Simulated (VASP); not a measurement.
# TiRePS5 (P-1) in VASP: single point with r2SCAN

Aim: the single point of TiRePS5 with r2SCAN.

All numbers are computed with VASP 6.6.1; they aren't measurements. Logs are shortened: lines on timing, memory, paths and dates and some standing lists are left out, and cuts for length are marked.

## Step 1: The cell of the first run

The typed cell holds 16 atoms: a = 6.093 Å, b = 6.888 Å, c = 8.817 Å, α = 106.24°, β = 97.63°, γ = 91.93°.

## Step 2: Single point, r2SCAN

POSCAR reads:

```
TiRePS5
1.0
    6.0933070000      0.0000000000      0.0000000000
   -0.2314930000      6.8838520000      0.0000000000
   -1.1706920000     -2.5067090000      8.3718010000
Re Ti P S
2 2 2 10
Direct
    0.2745800000      0.3159400000      0.5471000000
    0.7254200000      0.6840600000      0.4529000000
    0.5022000000      0.2762000000      0.0009000000
    0.4978000000      0.7238000000      0.9991000000
    0.7230000000      0.1032000000      0.2715000000
    0.2770000000      0.8968000000      0.7285000000
    0.3971000000      0.0609000000      0.1752000000
    0.6029000000      0.9391000000      0.8248000000
    0.3330000000      0.5428000000      0.1337000000
    0.6670000000      0.4572000000      0.8663000000
    0.8451000000      0.3081000000      0.1759000000
    0.1549000000      0.6919000000      0.8241000000
    0.1579000000      0.1655000000      0.8291000000
    0.8421000000      0.8345000000      0.1709000000
    0.7732000000      0.1850000000      0.5029000000
    0.2268000000      0.8150000000      0.4971000000
```

INCAR.step1 reads:

```
SYSTEM = TiRePS5
ALGO = Normal ; EDIFF = 1E-4
ENCUT = 520 ; GGA = PE
ISMEAR = -1 ; LASPH = .TRUE.
LCHARG = .FALSE. ; LREAL = Auto
LWAVE = .TRUE. ; NBANDS = 68
NELM = 80 ; PREC = Accurate
SIGMA = 0.1
```

INCAR.step2 reads:

```
SYSTEM = TiRePS5
ALGO = Normal ; EDIFF = 1E-6
ENCUT = 520 ; ISIF = 2
ISMEAR = -1 ; ISTART = 1
LASPH = .TRUE. ; LCHARG = .FALSE.
LMIXTAU = .TRUE. ; LREAL = Auto
LWAVE = .FALSE. ; METAGGA = R2SCAN
NBANDS = 68 ; NELM = 80
PREC = Accurate ; SIGMA = 0.1
```

KPOINTS reads:

```
Automatic mesh
0
Gamma
  3 3 2
  0.5 0 0.5
```

Potentials or basis: VASP PAW PBE potentials, release 64 (Re, Ti_sv, P, S).

Started as:

```console
$ cat potpaw_PBE.64/Re/POTCAR potpaw_PBE.64/Ti_sv/POTCAR potpaw_PBE.64/P/POTCAR potpaw_PBE.64/S/POTCAR > POTCAR
$ cp INCAR.step1 INCAR
$ mpirun -np 1 vasp_std > vasp.out
$ cp INCAR.step2 INCAR
$ mpirun -np 1 vasp_std > vasp.out
```

OUTCAR:

```text
SYSTEM = TiRePS5
   EDIFF = 1E-6
   ENCUT = 520
   ISIF = 2
   ISMEAR = -1
   ISTART = 1
   LASPH = .TRUE.
   LREAL = Auto
   METAGGA = R2SCAN
   NELM = 80
   PREC = Accurate

 ion  position               nearest neighbor table
   1  0.275  0.316  0.547-  15 3.10  13 3.10
   2  0.725  0.684  0.453-  16 3.10  14 3.10
   3  0.502  0.276  0.001-  10 2.24   9 2.25  13 2.38  11 2.39   7 2.54   8 2.55
   4  0.498  0.724  0.999-   9 2.24  10 2.25  14 2.38  12 2.39   8 2.54   7 2.55
   5  0.723  0.103  0.272-  15 1.94  11 2.00  14 2.02   7 2.03
   6  0.277  0.897  0.728-  16 1.94  12 2.00  13 2.02   8 2.03
   7  0.397  0.061  0.175-   5 2.03   3 2.54   4 2.55
   8  0.603  0.939  0.825-   6 2.03   4 2.54   3 2.55
   9  0.333  0.543  0.134-   4 2.24   3 2.25
  10  0.667  0.457  0.866-   3 2.24   4 2.25
  11  0.845  0.308  0.176-   5 2.00   3 2.39
  12  0.155  0.692  0.824-   6 2.00   4 2.39
  13  0.158  0.166  0.829-   6 2.02   3 2.38   1 3.10
  14  0.842  0.834  0.171-   5 2.02   4 2.38   2 3.10
  15  0.773  0.185  0.503-   5 1.94   1 3.10
  16  0.227  0.815  0.497-   6 1.94   2 3.10

  LATTYP: Found a triclinic cell.
 ALAT       =     9.5505264567
 B/A-ratio  =     0.7211899053
 C/A-ratio  =     0.6380074468
 COS(alpha) =     0.0336094118
 COS(beta)  =     0.1468175609
 COS(gamma) =     0.4629898405

  Lattice vectors:

 A1 = (  -1.4021850000,   4.3771430000,   8.3718010000)
 A2 = (  -0.2314930000,   6.8838520000,   0.0000000000)
 A3 = (  -6.0933070000,   0.0000000000,   0.0000000000)

Analysis of symmetry for initial positions (statically):
=====================================================================
 Subroutine PRICEL returns:
 Original cell was already a primitive cell.

 Routine SETGRP: Setting up the symmetry group for a
 triclinic supercell.

 Subroutine GETGRP returns: Found  2 space group operations
 (whereof  2 operations were pure point group operations)
 out of a pool of  2 trial point group operations.

The static configuration has the point symmetry S_2 .

Analysis of symmetry for dynamics (positions and initial velocities):
=====================================================================
 Subroutine PRICEL returns:
 Original cell was already a primitive cell.

 Routine SETGRP: Setting up the symmetry group for a
 triclinic supercell.

 Subroutine GETGRP returns: Found  2 space group operations
 (whereof  2 operations were pure point group operations)
 out of a pool of  2 trial point group operations.

The dynamic configuration has the point symmetry S_2 .

 Subroutine INISYM returns: Found  2 space group operations
 (whereof  2 operations are pure point group operations),
 and found     1 'primitive' translations

----------------------------------------------------------------------------------------

                                     Primitive cell

  volume of cell :     351.1587

  direct lattice vectors                    reciprocal lattice vectors
     6.093307000  0.000000000  0.000000000     0.164114495  0.005518910  0.024601854
    -0.231493000  6.883852000  0.000000000     0.000000000  0.145267504  0.043496419
    -1.170692000 -2.506709000  8.371801000     0.000000000  0.000000000  0.119448611

  length of vectors
     6.093307000  6.887743271  8.817094859     0.166039986  0.151639659  0.119448611

  position of ions in fractional coordinates (direct lattice)
     0.274580000  0.315940000  0.547100000
     0.725420000  0.684060000  0.452900000
     0.502200000  0.276200000  0.000900000
     0.497800000  0.723800000  0.999100000
     0.723000000  0.103200000  0.271500000
     0.277000000  0.896800000  0.728500000
[... 8 lines left out ...]
     0.773200000  0.185000000  0.502900000
     0.226800000  0.815000000  0.497100000

  ion indices of the primitive-cell ions
   primitive index   ion index
                 1           1
                 2           2
                 3           3
                 4           4
                 5           5
                 6           6
[... 8 lines left out ...]
                15          15
                16          16

----------------------------------------------------------------------------------------

 KPOINTS: Automatic mesh

Automatic generation of k-mesh.
 Grid dimensions read from file:
 generate k-points for:    3    3    2

 Generating k-lattice:

  Cartesian coordinates                     Fractional coordinates (reciprocal lattice)
     0.054704832  0.001839637  0.008200618     0.333333333  0.000000000  0.000000000
     0.000000000  0.048422501  0.014498806     0.000000000  0.333333333  0.000000000
     0.000000000  0.000000000  0.059724305     0.000000000  0.000000000  0.500000000

  Length of vectors
     0.055346662  0.050546553  0.059724305

  Shift w.r.t. Gamma in fractional coordinates (k-lattice)
     0.500000000  0.000000000  0.500000000

 Subroutine IBZKPT returns following result:
 ===========================================

 Found      9 irreducible k-points:

 Following reciprocal coordinates:
            Coordinates               Weight
  0.166667  0.000000  0.250000      2.000000
  0.500000  0.000000  0.250000      2.000000
 -0.166667  0.000000  0.250000      2.000000
  0.166667  0.333333  0.250000      2.000000
  0.500000  0.333333  0.250000      2.000000
 -0.166667  0.333333  0.250000      2.000000
  0.166667 -0.333333  0.250000      2.000000
  0.500000 -0.333333  0.250000      2.000000
 -0.166667 -0.333333  0.250000      2.000000
   k-points           NKPTS =      9   k-points in BZ     NKDIM =      9   number of bands    NBANDS=     68
   number of dos      NEDOS =    301   number of ions     NIONS =     16
   total plane-waves  NPLWV = 181440
   dimension x,y,z NGX =    48 NGY =   54 NGZ =   70
   dimension x,y,z NGXF=    96 NGYF=  108 NGZF=  140
   ions per type =               2   2   2  10
   NGX,Y,Z   is equivalent  to a cutoff of  13.10, 13.03, 13.20 a.u.
   NGXF,Y,Z  is equivalent  to a cutoff of  26.19, 26.07, 26.40 a.u.
 SYSTEM =  TiRePS5
   PREC   = accura    normal or accurate (medium, high low for compatibility)
   ISTART =      1    job   : 0-new  1-cont  2-samecut
   ICHARG =      0    charge: 1-file 2-atom 10-const
   ISPIN  =      1    spin polarized calculation?
   LNONCOLLINEAR =      F non collinear calculations
   LSORBIT =      F    spin-orbit coupling
   LASPH  =      T    aspherical Exc in radial PAW
   ENCUT  =  520.0 eV  38.22 Ry    6.18 a.u.  11.33 12.81 16.39*2*pi/ulx,y,z
   NELM   =     80;   NELMIN=  2; NELMDL=  0     # of ELM steps
   EDIFF  = 0.1E-05   stopping-criterion for ELM
   LREAL  =      T    real-space projection
   EDIFFG = 0.1E-04   stopping-criterion for IOM
   NSW    =      0    number of steps for IOM
   IBRION =     -1    ionic relax: 0-MD 1-quasi-New 2-CG
   NFREE  =      0    steps in history (QN), initial steepest desc. (CG)
   ISIF   =      2    stress and relaxation
   ISYM   =      2    0-nonsym 1-usesym 2-fastsym
   POTIM  = 0.5000    time-step for ionic-motion
   TEBEG  =    0.0;   TEEND  =   0.0 temperature during run
   PSTRESS=    0.0 pullay stress
   NELECT =     108.0000    total number of electrons
   NUPDOWN=      -1.0000    fix difference up-down
   EMIN   =  10.00;   EMAX   =-10.00  energy-range for DOS
   EFERMI =   0.00;   METHOD = LEGACY
   ISMEAR =    -1;   SIGMA  =   0.10  broadening in eV -4-tet -1-fermi 0-gaus
   EFERMI_NEDOS =   21; number of points for ismear=-14 and -15
   IALGO  =     38    algorithm
   IMIX   =      4    mixing-type and parameters
     AMIX     =   0.40;   BMIX     =  1.00
     AMIX_MAG =   1.60;   BMIX_MAG =  1.00
  volume/ion in A,a.u.               =      21.95       148.11
  Fermi-wavevector in a.u.,A,eV,Ry     =   1.105049  2.088240 16.614531  1.221134
  Thomas-Fermi vector in A             =   2.241531
   LORBIT       =      0    0 simple, 1 ext, 2 COOP (PROOUT), +10 PAW based schemes
   METAGGA = R2SCAN    functional components
   LHFCALC =     F    Hartree Fock is set to
   AEXX    =    0.0000 exact exchange contribution
   IVDW    =     0    specifies the selected vdW correction
   LEPSILON=     F    determine dielectric tensor
   LRPA    =     F    only Hartree local field effects (RPA)
 non-spin polarized calculation
  energy-cutoff  :      520.00
  volume of cell :      351.16
 maximum number of plane-waves:      9468
 NGX is ok and might be reduce to    48
   NGX = 23   NGY = 25   NGZ = 33

 number of electron     108.0000004 magnetization

 Free energy of the ion-electron system (eV)
  ---------------------------------------------------
  ext. energy  EPLUGINS =         0.00000000
  ---------------------------------------------------
  free energy    TOTEN  =      -223.84595649 eV

  energy without entropy =     -223.39964467  energy(sigma->0) =     -223.62280058

 E-fermi :   4.5678     XC(G=0):  -9.9614

 val. band max:        4.5209350711   @ k =  -0.1667   0.0000   0.2500
 cond. band min:       4.5683365545   @ k =   0.1667   0.0000   0.2500
 fundamental gap:      0.0474014834
 Fermi energy:         4.5677591031

 k-point     1 :       0.1667    0.0000    0.2500
  band No.  band energies     occupation
      1     -55.6538      2.00000
      2     -55.6410      2.00000
      3     -30.9690      2.00000
      4     -30.9316      2.00000
      5     -30.9153      2.00000
      6     -30.8815      2.00000
[... 58 lines left out ...]
     65       6.1789      0.00000
     66       6.3094      0.00000

 k-point     2 :       0.5000    0.0000    0.2500
  band No.  band energies     occupation
      1     -55.6538      2.00000
      2     -55.6410      2.00000
      3     -30.9690      2.00000
      4     -30.9316      2.00000
      5     -30.9153      2.00000
      6     -30.8815      2.00000
[... 58 lines left out ...]
     65       6.3119      0.00000
     66       6.4117      0.00000

 k-point     3 :      -0.1667    0.0000    0.2500
  band No.  band energies     occupation
      1     -55.6538      2.00000
      2     -55.6410      2.00000
      3     -30.9690      2.00000
      4     -30.9316      2.00000
      5     -30.9153      2.00000
      6     -30.8815      2.00000
[... 403 lines left out ...]
     65       6.3870      0.00000
     66       6.5793      0.00000

 k-point     9 :      -0.1667   -0.3333    0.2500
  band No.  band energies     occupation
      1     -55.6532      2.00000
      2     -55.6416      2.00000
      3     -30.9570      2.00000
      4     -30.9297      2.00000
      5     -30.9170      2.00000
      6     -30.8801      2.00000
[... 58 lines left out ...]
     65       6.2122      0.00000
     66       6.5592      0.00000
 [bands above 66 left out]

------------------------ aborting loop because EDIFF is reached ----------------------------------------

  FORCE on cell =-STRESS in cart. coord.  units (eV):
  Direction    XX          YY          ZZ          XY          YZ          ZX
  --------------------------------------------------------------------------------------
  -------------------------------------------------------------------------------------
  Total       -2.8280211      0.8143649      4.9476512     -2.2430903     -0.4401312      4.3955846
  in kB      -12.9029718      3.7155762     22.5738781    -10.2341991     -2.0081180     20.0550499
  external PRESSURE =       4.4621608 kB  Pullay stress =       0.0000000 kB

 VOLUME and BASIS-vectors are now :
 -----------------------------------------------------------------------------
  energy-cutoff  :      520.00
  volume of cell :      351.16
      direct lattice vectors                 reciprocal lattice vectors
     6.093307000  0.000000000  0.000000000     0.164114495  0.005518910  0.024601854
    -0.231493000  6.883852000  0.000000000     0.000000000  0.145267504  0.043496419
    -1.170692000 -2.506709000  8.371801000     0.000000000  0.000000000  0.119448611

 POSITION                                       TOTAL-FORCE (eV/Angst)
 -----------------------------------------------------------------------------------
      0.95948      0.80346      4.58021        -0.718012     -0.646379      1.339102
      3.73165      3.57368      3.79159         0.718012      0.646379     -1.339102
      2.99507      1.89906      0.00753         0.015367     -0.090362     -0.009231
      1.69606      2.47808      8.36427        -0.015367      0.090362      0.009231
      4.06373      0.02984      2.27294         0.066092     -0.060986     -0.917203
      0.62739      4.34730      6.09886        -0.066092      0.060986      0.917203
[... 8 lines left out ...]
      4.07978      0.01289      4.21018         0.456251      0.070013      2.115118
      0.61134      4.36425      4.16162        -0.456251     -0.070013     -2.115118
 -----------------------------------------------------------------------------------
    total drift:                               -0.000000      0.000000      0.000000

  FREE ENERGIE OF THE ION-ELECTRON SYSTEM (eV)
  ---------------------------------------------------
  free  energy   TOTEN  =      -223.8459564890 eV

  energy  without entropy=     -223.3996446666  energy(sigma->0) =     -223.62280058
```

Wall time 28 min (1 thread of Intel Xeon Platinum 8488C (Sapphire Rapids), shared host); peak memory 0.56 GiB.

Results:

```yaml
Free_energy: -223.8460 eV
Pressure: 0.4 GPa
Largest_force: 2.165 eV/Å
Band_gap_on_the_k_mesh: 0.02 eV (least direct gap 0.14 eV)
```

Forces in eV/Å, atoms in the order of the input:
```
Re  -0.718 -0.646  1.339
Re   0.718  0.646 -1.339
Ti   0.015 -0.090 -0.009
Ti  -0.015  0.090  0.009
P    0.066 -0.061 -0.917
P   -0.066  0.061  0.917
S   -1.064  0.045  0.643
S    1.064 -0.045 -0.643
S   -0.671 -0.133  0.991
S    0.671  0.133 -0.991
S    0.646  1.016  0.932
S   -0.646 -1.016 -0.932
S   -0.587  0.876 -1.155
S    0.587 -0.876  1.155
S    0.456  0.070  2.115
S   -0.456 -0.070 -2.115
```

Caveat: the PAW data sets were made with another functional, which shifts forces and pressure a little; spin-orbit coupling is left out, which moves the levels of the heavy elements; a shifted mesh leaves out Γ, where band edges can lie. A k mesh can miss the band edges.

The gap in the log of VASP goes by the Fermi energy; the results here count the filled bands.